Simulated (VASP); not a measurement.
# BAs (F-43m) in VASP: further runs

Runs on BAs. Level: LDA. Tasks: single point.

Program: VASP 6.6.1. These are calculated values, not measurements. Logs are shortened: lines on timing, memory, paths and dates and some standing lists are left out, and cuts for length are marked.

## (1) The cell of the first run

The structure is cubic, space group F-43m (No. 216). Conventional cell: a = 4.777 Å, b = 4.777 Å, c = 4.777 Å, α = 90.00°, β = 90.00°, γ = 90.00°. Within 2.7 Å of B (site symmetry -43m) lie 4 As at 2.07 Å. As (site symmetry -43m) has 4 B at 2.07 Å within 2.7 Å.

## (2) Single point, LDA

File INCAR:

```
  PREC = Accurate
  ENCUT = 520
  EDIFF = 1E-6
  ISMEAR = -1
  SIGMA = 0.2
  LREAL = F
  LASPH = T
  NELM = 60
  ALGO = Normal
  ISIF = 2
  LWAVE = F
  LCHARG = F
  GGA = CA
  NBANDS = 11
```

File KPOINTS:

```
regular mesh
0
Gamma
  10 10 10
```

File POSCAR:

```
BAs
1.0
    0.0000000000      2.3885000000      2.3885000000
    2.3885000000      0.0000000000      2.3885000000
    2.3885000000      2.3885000000      0.0000000000
B As
1 1
Direct
    0.0000000000      0.0000000000      0.0000000000
    0.7500000000      0.7500000000      0.7500000000
```

Potentials or basis: VASP PAW LDA potentials, release 64 (B, As).

Command:

```bash
$ cat potpaw_LDA.64/B/POTCAR potpaw_LDA.64/As/POTCAR > POTCAR
$ mpirun -np 1 vasp_std > vasp.out
```

OUTCAR:

```text
PREC = Accurate
   ENCUT = 520
   EDIFF = 1E-6
   ISMEAR = -1
   LREAL = F
   LASPH = T
   NELM = 60
   ISIF = 2
   GGA = CA

 ion  position               nearest neighbor table
   1  0.000  0.000  0.000-   2 2.07   2 2.07   2 2.07   2 2.07
   2  0.750  0.750  0.750-   1 2.07   1 2.07   1 2.07   1 2.07

  LATTYP: Found a face centered cubic cell.
 ALAT       =     4.7770000000

  Lattice vectors:

 A1 = (   0.0000000000,   2.3885000000,   2.3885000000)
 A2 = (   2.3885000000,   0.0000000000,   2.3885000000)
 A3 = (   2.3885000000,   2.3885000000,   0.0000000000)

Analysis of symmetry for initial positions (statically):
=====================================================================
 Subroutine PRICEL returns:
 Original cell was already a primitive cell.

 Routine SETGRP: Setting up the symmetry group for a
 face centered cubic supercell.

 Subroutine GETGRP returns: Found 24 space group operations
 (whereof 24 operations were pure point group operations)
 out of a pool of 48 trial point group operations.

The static configuration has the point symmetry T_d .

Analysis of symmetry for dynamics (positions and initial velocities):
=====================================================================
 Subroutine PRICEL returns:
 Original cell was already a primitive cell.

 Routine SETGRP: Setting up the symmetry group for a
 face centered cubic supercell.

 Subroutine GETGRP returns: Found 24 space group operations
 (whereof 24 operations were pure point group operations)
 out of a pool of 48 trial point group operations.

The dynamic configuration has the point symmetry T_d .

 Subroutine INISYM returns: Found 24 space group operations
 (whereof 24 operations are pure point group operations),
 and found     1 'primitive' translations

----------------------------------------------------------------------------------------

                                     Primitive cell

  volume of cell :      27.2525

  direct lattice vectors                    reciprocal lattice vectors
     0.000000000  2.388500000  2.388500000    -0.209336404  0.209336404  0.209336404
     2.388500000  0.000000000  2.388500000     0.209336404 -0.209336404  0.209336404
     2.388500000  2.388500000  0.000000000     0.209336404  0.209336404 -0.209336404

  length of vectors
     3.377849094  3.377849094  3.377849094     0.362581287  0.362581287  0.362581287

  position of ions in fractional coordinates (direct lattice)
     0.000000000  0.000000000  0.000000000
     0.750000000  0.750000000  0.750000000

  ion indices of the primitive-cell ions
   primitive index   ion index
                 1           1
                 2           2

----------------------------------------------------------------------------------------

 KPOINTS: regular mesh

Automatic generation of k-mesh.
 Grid dimensions read from file:
 generate k-points for:   10   10   10

 Generating k-lattice:

  Cartesian coordinates                     Fractional coordinates (reciprocal lattice)
    -0.020933640  0.020933640  0.020933640     0.100000000  0.000000000  0.000000000
     0.020933640 -0.020933640  0.020933640     0.000000000  0.100000000  0.000000000
     0.020933640  0.020933640 -0.020933640     0.000000000  0.000000000  0.100000000

  Length of vectors
     0.036258129  0.036258129  0.036258129

  Shift w.r.t. Gamma in fractional coordinates (k-lattice)
     0.000000000  0.000000000  0.000000000

 Subroutine IBZKPT returns following result:
 ===========================================

 Found     47 irreducible k-points:

 Following reciprocal coordinates:
            Coordinates               Weight
  0.000000  0.000000  0.000000      1.000000
  0.100000  0.000000  0.000000      8.000000
  0.200000  0.000000  0.000000      8.000000
  0.300000  0.000000  0.000000      8.000000
  0.400000  0.000000  0.000000      8.000000
  0.500000  0.000000  0.000000      4.000000
[... 16 lines left out ...]
  0.300000  0.300000  0.000000      6.000000
  0.400000  0.300000  0.000000     24.000000
 [... further k-points ...]
   k-points           NKPTS =     47   k-points in BZ     NKDIM =     47   number of bands    NBANDS=     11
   number of dos      NEDOS =    301   number of ions     NIONS =      2
   total plane-waves  NPLWV =  21952
   dimension x,y,z NGX =    28 NGY =   28 NGZ =   28
   dimension x,y,z NGXF=    56 NGYF=   56 NGZF=   56
   ions per type =               1   1
   NGX,Y,Z   is equivalent  to a cutoff of  13.78, 13.78, 13.78 a.u.
   NGXF,Y,Z  is equivalent  to a cutoff of  27.56, 27.56, 27.56 a.u.
 SYSTEM =  unknown system
   PREC   = accura    normal or accurate (medium, high low for compatibility)
   ISTART =      0    job   : 0-new  1-cont  2-samecut
   ICHARG =      2    charge: 1-file 2-atom 10-const
   ISPIN  =      1    spin polarized calculation?
   LNONCOLLINEAR =      F non collinear calculations
   LSORBIT =      F    spin-orbit coupling
   LASPH  =      T    aspherical Exc in radial PAW
   ENCUT  =  520.0 eV  38.22 Ry    6.18 a.u.   6.28  6.28  6.28*2*pi/ulx,y,z
   NELM   =     60;   NELMIN=  2; NELMDL= -5     # of ELM steps
   EDIFF  = 0.1E-05   stopping-criterion for ELM
   LREAL  =      F    real-space projection
   EDIFFG = 0.1E-04   stopping-criterion for IOM
   NSW    =      0    number of steps for IOM
   IBRION =     -1    ionic relax: 0-MD 1-quasi-New 2-CG
   NFREE  =      0    steps in history (QN), initial steepest desc. (CG)
   ISIF   =      2    stress and relaxation
   ISYM   =      2    0-nonsym 1-usesym 2-fastsym
   POTIM  = 0.5000    time-step for ionic-motion
   TEBEG  =    0.0;   TEEND  =   0.0 temperature during run
   PSTRESS=    0.0 pullay stress
   NELECT =       8.0000    total number of electrons
   NUPDOWN=      -1.0000    fix difference up-down
   EMIN   =  10.00;   EMAX   =-10.00  energy-range for DOS
   EFERMI =   0.00;   METHOD = LEGACY
   ISMEAR =    -1;   SIGMA  =   0.20  broadening in eV -4-tet -1-fermi 0-gaus
   EFERMI_NEDOS =   21; number of points for ismear=-14 and -15
   IALGO  =     38    algorithm
   IMIX   =      4    mixing-type and parameters
     AMIX     =   0.40;   BMIX     =  1.00
     AMIX_MAG =   1.60;   BMIX_MAG =  1.00
  volume/ion in A,a.u.               =      13.63        91.95
  Fermi-wavevector in a.u.,A,eV,Ry     =   1.088018  2.056057 16.106360  1.183784
  Thomas-Fermi vector in A             =   2.224191
   LORBIT       =      0    0 simple, 1 ext, 2 COOP (PROOUT), +10 PAW based schemes
   GGA     = CA    functional components
   LHFCALC =     F    Hartree Fock is set to
   AEXX    =    0.0000 exact exchange contribution
   IVDW    =     0    specifies the selected vdW correction
   LEPSILON=     F    determine dielectric tensor
   LRPA    =     F    only Hartree local field effects (RPA)
 non-spin polarized calculation
  energy-cutoff  :      520.00
  volume of cell :       27.25
 maximum number of plane-waves:       754
 NGX is ok and might be reduce to    28
   NGX = 13   NGY = 13   NGZ = 13

 number of electron       8.0000000 magnetization

 Free energy of the ion-electron system (eV)
  ---------------------------------------------------
  ext. energy  EPLUGINS =         0.00000000
  ---------------------------------------------------
  free energy    TOTEN  =       -12.92151514 eV

  energy without entropy =      -12.91827577  energy(sigma->0) =      -12.91989546

 E-fermi :   6.6673     XC(G=0): -10.7843

 val. band max:        6.1559201229   @ k =   0.0000   0.0000   0.0000
 cond. band min:       7.2785648217   @ k =   0.4000   0.4000   0.0000
 fundamental gap:      1.1226446988
 Fermi energy:         6.6672684522

 k-point     1 :       0.0000    0.0000    0.0000
  band No.  band energies     occupation
      1      -9.2203      2.00000
      2       6.1559      1.85605
      3       6.1559      1.85605
      4       6.1559      1.85605
      5       9.4056      0.00000
      6       9.4056      0.00000
      7       9.4056      0.00000
      8      10.8485      0.00000
      9      15.5131      0.00000
     10      19.1892      0.00000
     11      19.1892      0.00000

 k-point     2 :       0.1000    0.0000    0.0000
  band No.  band energies     occupation
      1      -9.0566      2.00000
      2       4.7684      1.99985
      3       5.8546      1.96620
      4       5.8546      1.96620
      5       9.5464      0.00000
      6       9.8014      0.00000
      7       9.8014      0.00000
      8      11.7075      0.00000
      9      16.1568      0.00000
     10      18.0577      0.00000
     11      18.0577      0.00000

 k-point     3 :       0.2000    0.0000    0.0000
  band No.  band energies     occupation
      1      -8.5739      2.00000
      2       2.4103      2.00000
      3       5.2812      1.99805
      4       5.2812      1.99805
      5       9.3415      0.00000
      6      10.5148      0.00000
      7      10.5148      0.00000
      8      13.2780      0.00000
      9      17.1717      0.00000
     10      17.3233      0.00000
     11      17.3233      0.00000

 k-point     4 :       0.3000    0.0000    0.0000
  band No.  band energies     occupation
      1      -7.8090      2.00000
      2       0.1248      2.00000
      3       4.7745      1.99984
      4       4.7745      1.99984
      5       9.0810      0.00001
      6      10.9158      0.00000
      7      10.9158      0.00000
      8      14.4799      0.00000
      9      17.3196      0.00000
     10      17.7573      0.00000
     11      17.7573      0.00000
[... 239 lines left out ...]
 k-point    22 :      -0.2000    0.2000    0.0000
  band No.  band energies     occupation
      1      -7.5470      2.00000
      2       0.7179      2.00000
      3       2.0846      2.00000
      4       4.8658      1.99975
      5      10.0566      0.00000
      6      11.2396      0.00000
      7      12.1044      0.00000
      8      13.0847      0.00000
      9      16.0320      0.00000
     10      18.5952      0.00000
     11      20.1865      0.00000

 k-point    23 :       0.3000    0.3000    0.0000
  band No.  band energies     occupation
      1      -7.3133      2.00000
      2       0.9940      2.00000
      3       2.9701      2.00000
      4       2.9701      2.00000
      5       7.5028      0.03021
      6       9.7535      0.00000
      7      14.5336      0.00000
      8      14.5336      0.00000
      9      17.0535      0.00000
     10      20.9961      0.00000
     11      21.3322      0.00000

 k-point    24 :       0.4000    0.3000    0.0000
  band No.  band energies     occupation
      1      -6.5916      2.00000
      2      -0.2417      2.00000
      3       2.1803      2.00000
      4       2.6737      2.00000
      5       7.8017      0.00686
      6       9.4913      0.00000
      7      14.9127      0.00000
      8      15.1446      0.00000
      9      18.0510      0.00000
     10      21.7867      0.00000
     11      22.0611      0.00000

 [... further k-points ...]
[... 5 lines left out ...]
  --------------------------------------------------------------------------------------
  -------------------------------------------------------------------------------------
  Total       -0.5257317     -0.5257317     -0.5257317      0.0000000     -0.0000000      0.0000000
  in kB      -30.9078647    -30.9078647    -30.9078647      0.0000000     -0.0000000      0.0000000
  external PRESSURE =     -30.9078647 kB  Pullay stress =       0.0000000 kB

 VOLUME and BASIS-vectors are now :
 -----------------------------------------------------------------------------
  energy-cutoff  :      520.00
  volume of cell :       27.25
      direct lattice vectors                 reciprocal lattice vectors
     0.000000000  2.388500000  2.388500000    -0.209336404  0.209336404  0.209336404
     2.388500000  0.000000000  2.388500000     0.209336404 -0.209336404  0.209336404
     2.388500000  2.388500000  0.000000000     0.209336404  0.209336404 -0.209336404

 POSITION                                       TOTAL-FORCE (eV/Angst)
 -----------------------------------------------------------------------------------
      0.00000      0.00000      0.00000        -0.000000     -0.000000     -0.000000
      3.58275      3.58275      3.58275         0.000000      0.000000      0.000000
 -----------------------------------------------------------------------------------
    total drift:                                0.000000      0.000000      0.000000

  FREE ENERGIE OF THE ION-ELECTRON SYSTEM (eV)
  ---------------------------------------------------
  free  energy   TOTEN  =       -12.9215151393 eV

  energy  without entropy=      -12.9182757710  energy(sigma->0) =      -12.91989546
```

It took 28 s on 1 thread of Intel Xeon Platinum 8488C (Sapphire Rapids), shared host; peak memory 0.14 GiB.

Results:

```
Free energy            : -12.9215 eV
Pressure               : -3.1 GPa
Band gap on the k mesh : 1.12 eV, indirect (least direct gap 3.25 eV)
```

## (3) Single point, LDA

File INCAR:

```
ALGO = Normal
EDIFF = 1E-6
ENCUT = 520
ISIF = 2
ISMEAR = -1
LASPH = T
LCHARG = T
LELF = T
LREAL = F
LVHAR = T
LWAVE = F
NBANDS = 11
NELM = 80
PREC = Accurate
SIGMA = 0.2
```

File KPOINTS:

```
k-points
0
Gamma
  12 12 12
```

POSCAR is that of step 2.

Potentials or basis: VASP PAW LDA potentials, release 64 (B, As).

Command:

```bash
$ cat potpaw_LDA.64/B/POTCAR potpaw_LDA.64/As/POTCAR > POTCAR
$ mpirun -np 1 vasp_std > vasp.out
```

OUTCAR:

```text
EDIFF = 1E-6
   ENCUT = 520
   ISIF = 2
   ISMEAR = -1
   LASPH = T
   LREAL = F
   NELM = 80
   PREC = Accurate

 ion  position               nearest neighbor table
   1  0.000  0.000  0.000-   2 2.07   2 2.07   2 2.07   2 2.07
   2  0.750  0.750  0.750-   1 2.07   1 2.07   1 2.07   1 2.07

  LATTYP: Found a face centered cubic cell.
 ALAT       =     4.7770000000

  Lattice vectors:

 A1 = (   0.0000000000,   2.3885000000,   2.3885000000)
 A2 = (   2.3885000000,   0.0000000000,   2.3885000000)
 A3 = (   2.3885000000,   2.3885000000,   0.0000000000)

Analysis of symmetry for initial positions (statically):
=====================================================================
 Subroutine PRICEL returns:
 Original cell was already a primitive cell.

 Routine SETGRP: Setting up the symmetry group for a
 face centered cubic supercell.

 Subroutine GETGRP returns: Found 24 space group operations
 (whereof 24 operations were pure point group operations)
 out of a pool of 48 trial point group operations.

The static configuration has the point symmetry T_d .

Analysis of symmetry for dynamics (positions and initial velocities):
=====================================================================
 Subroutine PRICEL returns:
 Original cell was already a primitive cell.

 Routine SETGRP: Setting up the symmetry group for a
 face centered cubic supercell.

 Subroutine GETGRP returns: Found 24 space group operations
 (whereof 24 operations were pure point group operations)
 out of a pool of 48 trial point group operations.

The dynamic configuration has the point symmetry T_d .

 Subroutine INISYM returns: Found 24 space group operations
 (whereof 24 operations are pure point group operations),
 and found     1 'primitive' translations

----------------------------------------------------------------------------------------

                                     Primitive cell

[... 111 lines left out ...]
  volume/ion in A,a.u.               =      13.63        91.95
  Fermi-wavevector in a.u.,A,eV,Ry     =   1.088018  2.056057 16.106360  1.183784
  Thomas-Fermi vector in A             =   2.224191
   LORBIT       =      0    0 simple, 1 ext, 2 COOP (PROOUT), +10 PAW based schemes
   GGA     = CA    functional components
   LHFCALC =     F    Hartree Fock is set to
   AEXX    =    0.0000 exact exchange contribution
   IVDW    =     0    specifies the selected vdW correction
   LEPSILON=     F    determine dielectric tensor
   LRPA    =     F    only Hartree local field effects (RPA)
 non-spin polarized calculation
  energy-cutoff  :      520.00
  volume of cell :       27.25
 maximum number of plane-waves:       754
 NGX is ok and might be reduce to    28
   NGX = 13   NGY = 13   NGZ = 13

 number of electron       8.0000000 magnetization

 Free energy of the ion-electron system (eV)
  ---------------------------------------------------
  ext. energy  EPLUGINS =         0.00000000
  ---------------------------------------------------
  free energy    TOTEN  =       -12.92178491 eV

  energy without entropy =      -12.91877086  energy(sigma->0) =      -12.92027789

 E-fermi :   6.6721     XC(G=0): -10.7843

 val. band max:        6.1558418379   @ k =   0.0000   0.0000   0.0000
 cond. band min:       7.2849339329   @ k =   0.4167   0.4167   0.0000
 fundamental gap:      1.1290920950
 Fermi energy:         6.6720839367

 k-point     1 :       0.0000    0.0000    0.0000
  band No.  band energies     occupation
      1      -9.2204      2.00000
      2       6.1558      1.85929
      3       6.1558      1.85929
      4       6.1558      1.85928
      5       9.4056      0.00000
      6       9.4056      0.00000
      7       9.4056      0.00000
      8      10.8485      0.00000
      9      15.5131      0.00000
     10      19.1891      0.00000
     11      19.1891      0.00000
[... 309 lines left out ...]
 k-point    24 :      -0.4167    0.1667    0.0000
  band No.  band energies     occupation
      1      -6.0712      2.00000
      2      -2.1994      2.00000
      3       2.2123      2.00000
      4       3.8175      2.00000
      5       9.3538      0.00000
      6      11.6472      0.00000
      7      12.1598      0.00000
      8      15.2509      0.00000
      9      17.5663      0.00000
     10      19.0194      0.00000
     11      20.5276      0.00000

 [... further k-points ...]
[... 5 lines left out ...]
  --------------------------------------------------------------------------------------
  -------------------------------------------------------------------------------------
  Total       -0.5254560     -0.5254560     -0.5254560      0.0000000      0.0000000      0.0000000
  in kB      -30.8916576    -30.8916576    -30.8916576      0.0000000      0.0000000      0.0000000
  external PRESSURE =     -30.8916576 kB  Pullay stress =       0.0000000 kB

 VOLUME and BASIS-vectors are now :
 -----------------------------------------------------------------------------
  energy-cutoff  :      520.00
  volume of cell :       27.25
      direct lattice vectors                 reciprocal lattice vectors
     0.000000000  2.388500000  2.388500000    -0.209336404  0.209336404  0.209336404
     2.388500000  0.000000000  2.388500000     0.209336404 -0.209336404  0.209336404
     2.388500000  2.388500000  0.000000000     0.209336404  0.209336404 -0.209336404

 POSITION                                       TOTAL-FORCE (eV/Angst)
 -----------------------------------------------------------------------------------
      0.00000      0.00000      0.00000        -0.000000     -0.000000     -0.000000
      3.58275      3.58275      3.58275         0.000000      0.000000      0.000000
 -----------------------------------------------------------------------------------
    total drift:                                0.000000      0.000000      0.000000

  FREE ENERGIE OF THE ION-ELECTRON SYSTEM (eV)
  ---------------------------------------------------
  free  energy   TOTEN  =       -12.9217849148 eV

  energy  without entropy=      -12.9187708577  energy(sigma->0) =      -12.92027789
```

Wall time 44 s (1 thread of Intel Xeon Platinum 8488C (Sapphire Rapids), shared host); peak memory 0.15 GiB.

Results:

```yaml
Free_energy: -12.9218 eV
Pressure: -3.1 GPa
Band_gap_on_the_k_mesh: 1.13 eV, indirect (least direct gap 3.25 eV)
```
